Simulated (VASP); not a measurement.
Mg, 1 atom in the cell. Symmetry: Pm-3m, No. 221, cubic system. Conventional cell: a = 2.921 Å, b = 2.921 Å, c = 2.921 Å, α = 90.00°, β = 90.00°, γ = 90.00°. Mg (site symmetry m-3m) has 6 Mg at 2.92 Å within 3.8 Å.  This cell differs from its parent crystal: volume scaled by 0.88.

```yaml
Program: VASP 6.6.1
Task: single point
Functional: revPBE
Potentials_or_basis: VASP PAW PBE potentials, release 64 (Mg)
Cutoff: 520 eV
k_mesh: 12 × 12 × 12
Occupations: fermi-dirac, width 0.1 eV
Spin: no spin polarisation
Dipole_correction: no
Further_INCAR_settings: ALGO = Normal; EDIFF = 1e-07; NBANDS = 7
```

Potentials or basis: VASP PAW PBE potentials, release 64 (Mg).

Run with:

```sh
$ cat potpaw_PBE.64/Mg/POTCAR > POTCAR
$ mpirun -np 1 vasp_std > vasp.out
```

Hardware: 1 thread of Intel(R) Xeon(R) Platinum 8488C (Sapphire Rapids), on a shared host.

Estimate the wall time of this run.

Run time: 8.3 s on 1 thread of Intel(R) Xeon(R) Platinum 8488C (Sapphire Rapids) (shared host), peak memory 0.14 GiB. Counts: scf iterations 11, k points 84.
